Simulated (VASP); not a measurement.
# BiMo in VASP: a series of runs

BiMo is run at these levels: PBEsol; tasks: single point.

Everything below comes from runs of VASP 6.6.1. Logs are shortened: lines on timing, memory, paths and dates and some standing lists are left out, and cuts for length are marked.

**1. The cell of the first run**

It takes space group F-43m (No. 216, cubic). The conventional cell has a = 6.302 Å, b = 6.302 Å, c = 6.302 Å, α = 90.00°, β = 90.00°, γ = 90.00°. Mo (site symmetry -43m) has 4 Bi at 2.73 Å within 3.6 Å. Within 3.6 Å of Bi (site symmetry -43m) lie 4 Mo at 2.73 Å.

**2. Single point, PBEsol (31.28 Å³/atom)**

INCAR

```
SYSTEM = BiMo
PREC     = Accurate       ! precision mode
ENCUT    = 520            ! plane-wave cutoff, eV
EDIFF    = 1E-6           ! SCF threshold, eV
ISMEAR   = 0              ! smearing method
SIGMA    = 0.05           ! smearing width, eV
LREAL    = .False.        ! projectors in reciprocal space
LASPH    = .True.         ! aspherical terms in the spheres
NELM     = 100            ! most SCF steps
ALGO     = Fast           ! electronic algorithm
ISIF     = 2              ! what is computed and relaxed
LWAVE    = .False.        ! write WAVECAR
LCHARG   = .False.        ! write CHGCAR
GGA      = PS             ! functional
NBANDS   = 22             ! bands
```

KPOINTS

```
regular mesh
0
Gamma
  10 10 10
  0 0 0
```

POSCAR

```
BiMo
1.0
    0.0000000000      3.1509347928      3.1509347928
    3.1509347928      0.0000000000      3.1509347928
    3.1509347928      3.1509347928      0.0000000000
Mo Bi
1 1
Direct
    0.0000000000      0.0000000000      0.0000000000
    0.2500000000      0.2500000000      0.2500000000
```

Potentials or basis: VASP PAW PBE potentials, release 64 (Mo_sv, Bi_d).

Started as:

```bash
> cat potpaw_PBE.64/Mo_sv/POTCAR potpaw_PBE.64/Bi_d/POTCAR > POTCAR
> mpirun -np 1 vasp_std > vasp.out
```

OUTCAR:

```text
SYSTEM = BiMo
   PREC = Accurate
   ENCUT = 520
   EDIFF = 1E-6
   ISMEAR = 0
   LREAL = .False.
   LASPH = .True.
   NELM = 100
   ISIF = 2
   GGA = PS

 ion  position               nearest neighbor table
   1  0.000  0.000  0.000-   2 2.73   2 2.73   2 2.73   2 2.73
   2  0.250  0.250  0.250-   1 2.73   1 2.73   1 2.73   1 2.73

  LATTYP: Found a face centered cubic cell.
 ALAT       =     6.3018695856

  Lattice vectors:

 A1 = (   0.0000000000,   3.1509347928,   3.1509347928)
 A2 = (   3.1509347928,   0.0000000000,   3.1509347928)
 A3 = (   3.1509347928,   3.1509347928,   0.0000000000)

Analysis of symmetry for initial positions (statically):
=====================================================================
 Subroutine PRICEL returns:
 Original cell was already a primitive cell.

 Routine SETGRP: Setting up the symmetry group for a
 face centered cubic supercell.

 Subroutine GETGRP returns: Found 24 space group operations
 (whereof 24 operations were pure point group operations)
 out of a pool of 48 trial point group operations.

The static configuration has the point symmetry T_d .

Analysis of symmetry for dynamics (positions and initial velocities):
=====================================================================
 Subroutine PRICEL returns:
 Original cell was already a primitive cell.

 Routine SETGRP: Setting up the symmetry group for a
 face centered cubic supercell.

 Subroutine GETGRP returns: Found 24 space group operations
 (whereof 24 operations were pure point group operations)
 out of a pool of 48 trial point group operations.

The dynamic configuration has the point symmetry T_d .

 Subroutine INISYM returns: Found 24 space group operations
 (whereof 24 operations are pure point group operations),
 and found     1 'primitive' translations

----------------------------------------------------------------------------------------

                                     Primitive cell

  volume of cell :      62.5674

  direct lattice vectors                    reciprocal lattice vectors
     0.000000000  3.150934793  3.150934793    -0.158683068  0.158683068  0.158683068
     3.150934793  0.000000000  3.150934793     0.158683068 -0.158683068  0.158683068
     3.150934793  3.150934793  0.000000000     0.158683068  0.158683068 -0.158683068

  length of vectors
     4.456094718  4.456094718  4.456094718     0.274847136  0.274847136  0.274847136

  position of ions in fractional coordinates (direct lattice)
     0.000000000  0.000000000  0.000000000
     0.250000000  0.250000000  0.250000000

  ion indices of the primitive-cell ions
   primitive index   ion index
                 1           1
                 2           2

----------------------------------------------------------------------------------------

 KPOINTS: regular mesh

Automatic generation of k-mesh.
 Grid dimensions read from file:
 generate k-points for:   10   10   10

 Generating k-lattice:

  Cartesian coordinates                     Fractional coordinates (reciprocal lattice)
    -0.015868307  0.015868307  0.015868307     0.100000000  0.000000000  0.000000000
     0.015868307 -0.015868307  0.015868307     0.000000000  0.100000000  0.000000000
     0.015868307  0.015868307 -0.015868307     0.000000000  0.000000000  0.100000000

  Length of vectors
     0.027484714  0.027484714  0.027484714

  Shift w.r.t. Gamma in fractional coordinates (k-lattice)
     0.000000000  0.000000000  0.000000000

 Subroutine IBZKPT returns following result:
 ===========================================

 Found     47 irreducible k-points:

 Following reciprocal coordinates:
            Coordinates               Weight
  0.000000  0.000000  0.000000      1.000000
  0.100000  0.000000  0.000000      8.000000
  0.200000  0.000000  0.000000      8.000000
  0.300000  0.000000  0.000000      8.000000
  0.400000  0.000000  0.000000      8.000000
  0.500000  0.000000  0.000000      4.000000
[... 16 lines left out ...]
  0.300000  0.300000  0.000000      6.000000
  0.400000  0.300000  0.000000     24.000000
 [... further k-points ...]
   k-points           NKPTS =     47   k-points in BZ     NKDIM =     47   number of bands    NBANDS=     22
   number of dos      NEDOS =    301   number of ions     NIONS =      2
   total plane-waves  NPLWV =  46656
   dimension x,y,z NGX =    36 NGY =   36 NGZ =   36
   dimension x,y,z NGXF=    72 NGYF=   72 NGZF=   72
   ions per type =               1   1
   NGX,Y,Z   is equivalent  to a cutoff of  13.43, 13.43, 13.43 a.u.
   NGXF,Y,Z  is equivalent  to a cutoff of  26.86, 26.86, 26.86 a.u.
 SYSTEM =  BiMo
   PREC   = accura    normal or accurate (medium, high low for compatibility)
   ISTART =      0    job   : 0-new  1-cont  2-samecut
   ICHARG =      2    charge: 1-file 2-atom 10-const
   ISPIN  =      1    spin polarized calculation?
   LNONCOLLINEAR =      F non collinear calculations
   LSORBIT =      F    spin-orbit coupling
   LASPH  =      T    aspherical Exc in radial PAW
   ENCUT  =  520.0 eV  38.22 Ry    6.18 a.u.   8.29  8.29  8.29*2*pi/ulx,y,z
   NELM   =    100;   NELMIN=  2; NELMDL= -5     # of ELM steps
   EDIFF  = 0.1E-05   stopping-criterion for ELM
   LREAL  =      F    real-space projection
   EDIFFG = 0.1E-04   stopping-criterion for IOM
   NSW    =      0    number of steps for IOM
   IBRION =     -1    ionic relax: 0-MD 1-quasi-New 2-CG
   NFREE  =      0    steps in history (QN), initial steepest desc. (CG)
   ISIF   =      2    stress and relaxation
   ISYM   =      2    0-nonsym 1-usesym 2-fastsym
   POTIM  = 0.5000    time-step for ionic-motion
   TEBEG  =    0.0;   TEEND  =   0.0 temperature during run
   PSTRESS=    0.0 pullay stress
   NELECT =      29.0000    total number of electrons
   NUPDOWN=      -1.0000    fix difference up-down
   EMIN   =  10.00;   EMAX   =-10.00  energy-range for DOS
   EFERMI =   0.00;   METHOD = LEGACY
   ISMEAR =     0;   SIGMA  =   0.05  broadening in eV -4-tet -1-fermi 0-gaus
   EFERMI_NEDOS =   21; number of points for ismear=-14 and -15
   IALGO  =     68    algorithm
   IMIX   =      4    mixing-type and parameters
     AMIX     =   0.40;   BMIX     =  1.00
     AMIX_MAG =   1.60;   BMIX_MAG =  1.00
  volume/ion in A,a.u.               =      31.28       211.11
  Fermi-wavevector in a.u.,A,eV,Ry     =   1.266946  2.394181 21.839419  1.605152
  Thomas-Fermi vector in A             =   2.400120
   LORBIT       =      0    0 simple, 1 ext, 2 COOP (PROOUT), +10 PAW based schemes
   GGA     = PS    functional components
   LHFCALC =     F    Hartree Fock is set to
   AEXX    =    0.0000 exact exchange contribution
   IVDW    =     0    specifies the selected vdW correction
   LEPSILON=     F    determine dielectric tensor
   LRPA    =     F    only Hartree local field effects (RPA)
 non-spin polarized calculation
 RMM-DIIS sequential band-by-band and
 Gauss-broadening in eV      SIGMA  =   0.05
  energy-cutoff  :      520.00
  volume of cell :       62.57
 maximum number of plane-waves:      1705
 NGX is ok and might be reduce to    36
   NGX = 17   NGY = 17   NGZ = 17

 number of electron      29.0000000 magnetization

 Free energy of the ion-electron system (eV)
  ---------------------------------------------------
  ext. energy  EPLUGINS =         0.00000000
  ---------------------------------------------------
  free energy    TOTEN  =       -12.45431525 eV

  energy without entropy =      -12.43754373  energy(sigma->0) =      -12.44592949

 E-fermi :   5.4620     XC(G=0):  -9.8078

 val. band max:        5.4557472222   @ k =  -0.3000   0.1000   0.0000
 cond. band min:       5.4624771748   @ k =  -0.4000   0.4000   0.1000
 fundamental gap:      0.0067299526
 Fermi energy:         5.4619985159

 k-point     1 :       0.0000    0.0000    0.0000
  band No.  band energies     occupation
      1     -55.0836      2.00000
      2     -29.2426      2.00000
      3     -29.2426      2.00000
      4     -29.2426      2.00000
      5     -16.6383      2.00000
      6     -16.6383      2.00000
[... 14 lines left out ...]
     21      12.3989      0.00000
     22      12.3989      0.00000

 k-point     2 :       0.1000    0.0000    0.0000
  band No.  band energies     occupation
      1     -55.0835      2.00000
      2     -29.2432      2.00000
      3     -29.2426      2.00000
      4     -29.2426      2.00000
      5     -16.6405      2.00000
      6     -16.6389      2.00000
[... 14 lines left out ...]
     21      12.6362      0.00000
     22      12.6362      0.00000

 k-point     3 :       0.2000    0.0000    0.0000
  band No.  band energies     occupation
      1     -55.0834      2.00000
      2     -29.2449      2.00000
      3     -29.2426      2.00000
      4     -29.2426      2.00000
      5     -16.6462      2.00000
      6     -16.6402      2.00000
[... 14 lines left out ...]
     21      13.0884      0.00000
     22      13.0884      0.00000

 k-point     4 :       0.3000    0.0000    0.0000
  band No.  band energies     occupation
      1     -55.0833      2.00000
      2     -29.2470      2.00000
      3     -29.2427      2.00000
      4     -29.2427      2.00000
      5     -16.6533      2.00000
      6     -16.6412      2.00000
[... 14 lines left out ...]
     21      13.4381      0.00000
     22      13.4381      0.00000

 k-point     5 :       0.4000    0.0000    0.0000
  band No.  band energies     occupation
      1     -55.0832      2.00000
      2     -29.2487      2.00000
      3     -29.2427      2.00000
      4     -29.2427      2.00000
      5     -16.6591      2.00000
      6     -16.6416      2.00000
[... 417 lines left out ...]
 k-point    22 :      -0.2000    0.2000    0.0000
  band No.  band energies     occupation
      1     -55.0833      2.00000
      2     -29.2467      2.00000
      3     -29.2437      2.00000
      4     -29.2426      2.00000
      5     -16.6527      2.00000
      6     -16.6440      2.00000
[... 14 lines left out ...]
     21      13.6653      0.00000
     22      13.7381      0.00000

 k-point    23 :       0.3000    0.3000    0.0000
  band No.  band energies     occupation
      1     -55.0832      2.00000
      2     -29.2479      2.00000
      3     -29.2429      2.00000
      4     -29.2429      2.00000
      5     -16.6593      2.00000
      6     -16.6413      2.00000
[... 14 lines left out ...]
     21      14.9549      0.00000
     22      15.2413      0.00000

 k-point    24 :       0.4000    0.3000    0.0000
  band No.  band energies     occupation
      1     -55.0831      2.00000
      2     -29.2489      2.00000
      3     -29.2433      2.00000
      4     -29.2430      2.00000
      5     -16.6623      2.00000
      6     -16.6435      2.00000
[... 14 lines left out ...]
     21      14.7993      0.00000
     22      15.6298      0.00000

 [... further k-points ...]
[... 5 lines left out ...]
  --------------------------------------------------------------------------------------
  -------------------------------------------------------------------------------------
  Total       -1.0379404     -1.0379404     -1.0379404      0.0000000     -0.0000000      0.0000000
  in kB      -26.5787625    -26.5787625    -26.5787625      0.0000000     -0.0000000      0.0000000
  external PRESSURE =     -26.5787625 kB  Pullay stress =       0.0000000 kB

 VOLUME and BASIS-vectors are now :
 -----------------------------------------------------------------------------
  energy-cutoff  :      520.00
  volume of cell :       62.57
      direct lattice vectors                 reciprocal lattice vectors
     0.000000000  3.150934793  3.150934793    -0.158683068  0.158683068  0.158683068
     3.150934793  0.000000000  3.150934793     0.158683068 -0.158683068  0.158683068
     3.150934793  3.150934793  0.000000000     0.158683068  0.158683068 -0.158683068

 POSITION                                       TOTAL-FORCE (eV/Angst)
 -----------------------------------------------------------------------------------
      0.00000      0.00000      0.00000         0.000000      0.000000      0.000000
      1.57547      1.57547      1.57547        -0.000000     -0.000000     -0.000000
 -----------------------------------------------------------------------------------
    total drift:                               -0.000000     -0.000000     -0.000000

  FREE ENERGIE OF THE ION-ELECTRON SYSTEM (eV)
  ---------------------------------------------------
  free  energy   TOTEN  =       -12.4543152493 eV

  energy  without entropy=      -12.4375437329  energy(sigma->0) =      -12.44592949
```

Wall time 32 s (1 thread of Intel Xeon 6975P-C (Granite Rapids), shared host); peak memory 0.24 GiB.

What came out:

```
Free energy            : -12.4543 eV
Pressure               : -2.7 GPa
Band gap on the k mesh : zero (an odd number of electrons rules out a gap without spin polarisation)
```

Levels at points of the mesh, in eV from the Fermi level:
```tsv
k point	band 11	band 12	band 13	band 14	band 15	band 16	band 17	band 18
(0.00, 0.00, 0.00)	-2.40	-2.40	-2.40	-0.09	-0.09	2.38	5.22	5.22
(0.50, 0.00, 0.00)	-3.47	-2.11	-2.11	0.03	0.03	0.21	3.03	3.03
(0.50, 0.50, 0.00)	-3.77	-1.38	-1.38	-0.61	0.09	0.43	0.91	0.91
```

Caveat: the PAW data sets were made with another functional, which shifts forces and pressure a little; spin-orbit coupling is left out, which moves the levels of the heavy elements.

**3. Single point, PBEsol (atom 2 (Bi) moved 0.05 Å along x)**

INCAR

```
SYSTEM = BiMo
  PREC = Accurate
  ENCUT = 520
  EDIFF = 1E-7
  ISMEAR = 0
  SIGMA = 0.05
  LREAL = .False.
  LASPH = .True.
  NELM = 100
  ALGO = Fast
  ISIF = 2
  LWAVE = .False.
  LCHARG = .False.
  GGA = PS
  NBANDS = 22
```

KPOINTS

```
Automatic mesh
0
Gamma
  10 10 10
  0 0 0
```

POSCAR

```
BiMo
1.0
    0.0000000000      3.1100089294      3.1100089294
    3.1100089294      0.0000000000      3.1100089294
    3.1100089294      3.1100089294      0.0000000000
Mo Bi
1 1
Direct
    0.0000000000      0.0000000000      0.0000000000
    0.2419614379      0.2580385621      0.2580385621
```

Potentials or basis: VASP PAW PBE potentials, release 64 (Mo_sv, Bi_d).

Started as:

```bash
> cat potpaw_PBE.64/Mo_sv/POTCAR potpaw_PBE.64/Bi_d/POTCAR > POTCAR
> mpirun -np 1 vasp_std > vasp.out
```

Wall time 2 min (1 thread of Intel Xeon 6975P-C (Granite Rapids), shared host); peak memory 0.36 GiB.

The run converged. Its results:

```
Free energy            : -12.4649 eV
Pressure               : 0.1 GPa
Largest force          : 0.356 eV/Å
Band gap on the k mesh : zero (an odd number of electrons rules out a gap without spin polarisation)
```

Forces on the atoms (eV/Å):
```
Mo   0.356  0.000  0.000
Bi  -0.356  0.000  0.000
```

Stress tensor (GPa, compression positive):
```
-0.05  0.00  0.00
 0.00  0.17 -2.26
 0.00 -2.26  0.17
```

Levels at points of the mesh, in eV from the Fermi level:
```tsv
k point	band 12	band 13	band 14	band 15	band 16	band 17
(0.00, 0.00, 0.00)	-2.49	-2.45	-0.10	-0.10	2.54	5.36
(0.50, 0.00, 0.00)	-2.25	-2.21	0.01	0.05	0.26	3.17
(0.00, 0.50, 0.00)	-2.17	-2.12	0.00	0.05	0.20	3.04
(0.50, 0.50, 0.00)	-1.41	-1.40	-0.67	0.08	0.49	0.94
(0.00, 0.50, 0.50)	-1.46	-1.33	-0.68	0.08	0.49	0.87
```

Caveat: the cell differs from its parent crystal (atom 2 (Bi) moved 0.05 Å along x); the PAW data sets were made with another functional, which shifts forces and pressure a little; spin-orbit coupling is left out, which moves the levels of the heavy elements.
